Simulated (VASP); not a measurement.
Set up this calculation in VASP 6.6.1, as the native input.

- Task: relaxation of cell and atoms
- Functional: PBE
- Potentials or basis: VASP PAW PBE potentials, release 64 (Ba_sv, F_h)
- Cutoff: 1350 eV
- k mesh: 6 × 6 × 6
- Occupations: gaussian, width 0.02 eV
- Spin: no spin polarisation
- Dipole correction: no
- Further INCAR settings: ALGO = Normal; EDIFF = 1e-07; IBRION = 2; EDIFFG = -0.005; NSW = 100; ISIF = 3

The structure of BaF2 lies in POSCAR:

```
BaF2
1.0
    0.0000000000      3.1128654085      3.1128654085
    3.1128654085      0.0000000000      3.1128654085
    3.1128654085      3.1128654085      0.0000000000
Ba F
1 2
Direct
    0.0000000000      0.0000000000      0.0000000000
    0.2500000000      0.2500000000      0.2500000000
    0.7500000000      0.7500000000      0.7500000000
```

These files were run (other wordings do the same):

INCAR

```
PREC     = Accurate       # precision mode
ENCUT    = 1350           # plane-wave cutoff, eV
EDIFF    = 1E-7           # SCF threshold, eV
ISMEAR   = 0              # smearing method
SIGMA    = 0.02           # smearing width, eV
LREAL    = F              # projectors in reciprocal space
LASPH    = T              # aspherical terms in the spheres
NELM     = 120            # most SCF steps
ALGO     = Normal         # electronic algorithm
ISIF     = 3              # what is computed and relaxed
LWAVE    = F              # write WAVECAR
LCHARG   = F              # write CHGCAR
GGA      = PE             # functional
IBRION   = 2              # ionic algorithm
NSW      = 100            # ionic steps
EDIFFG   = -0.005         # ionic threshold
GGA_COMPAT= F            
NELMIN   = 4
```

KPOINTS

```
regular mesh
0
Gamma
  6 6 6
```

Potentials or basis: VASP PAW PBE potentials, release 64 (Ba_sv, F_h).

Launch:

```console
$ cat potpaw_PBE.64/Ba_sv/POTCAR potpaw_PBE.64/F_h/POTCAR > POTCAR
$ mpirun -np 1 vasp_std > vasp.out
```

Results of the run:

* Relaxed volume: 20.61 Å³/atom
* Relaxed cell: a = 4.439 Å, b = 4.439 Å, c = 4.439 Å, α = 60.00°, β = 60.00°, γ = 60.00°
* Space group after relaxing (to 0.1 Å): Fm-3m (No. 225)
* Energy gained by relaxing: 2.3 meV/atom
* Ionic steps: 3
* Pressure after relaxing: 0.0 GPa
* Band gap on the k mesh: 6.62 eV (least direct gap 6.67 eV)

Caveat: spin-orbit coupling is left out, which moves the levels of the heavy elements.

It took 2.9 min on 1 thread of AMD EPYC 7R13 Processor (Zen 3), with other jobs on the host, peak memory 0.45 GiB.
